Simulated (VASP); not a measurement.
# CdF2: single point with PBE

Crystal: CdF2.

```
Cd F
1.0
     0.00000    2.74073    2.74073
     2.74073    0.00000    2.74073
     2.74073    2.74073    0.00000
Cd F
1 2
Direct
  0.00000 0.00000 0.00000
  0.75000 0.75000 0.75000
  0.25000 0.25000 0.25000
```

```yaml
Program: VASP 6.6.1
Task: single point
Functional: PBE
Potentials_or_basis: VASP PAW PBE potentials, release 64 (Cd, F)
Cutoff: 520 eV
k_mesh: 9 × 9 × 9
Occupations: fermi-dirac, width 0.05 eV
Spin: no spin polarisation
Dipole_correction: no
Further_INCAR_settings: ALGO = Normal; EDIFF = 1e-07; NBANDS = 20
```

- Pressure: 0.5 GPa
- Band gap on the k mesh: 2.91 eV (least direct gap 3.44 eV)

Levels at points of the mesh, in eV from the valence-band top:
| k point | band 9 | band 10 | band 11 | band 12 | band 13 | band 14 | band 15 | band 16 | band 17 | band 18 |
| --- | --- | --- | --- | --- | --- | --- | --- | --- | --- | --- |
| (0.00, 0.00, 0.00) | -0.82 | -0.82 | -0.53 | -0.53 | -0.53 | 2.91 | 12.48 | 12.48 | 12.48 | 17.20 |

Wall time 41 s on 1 thread of Intel Xeon 8259CL, with other jobs on the host, peak memory 0.18 GiB.

Caveat: an odd mesh through Γ misses points on the zone boundary, where band edges can lie. A hybrid or GW would open this gap; PBE tends to underestimate it.
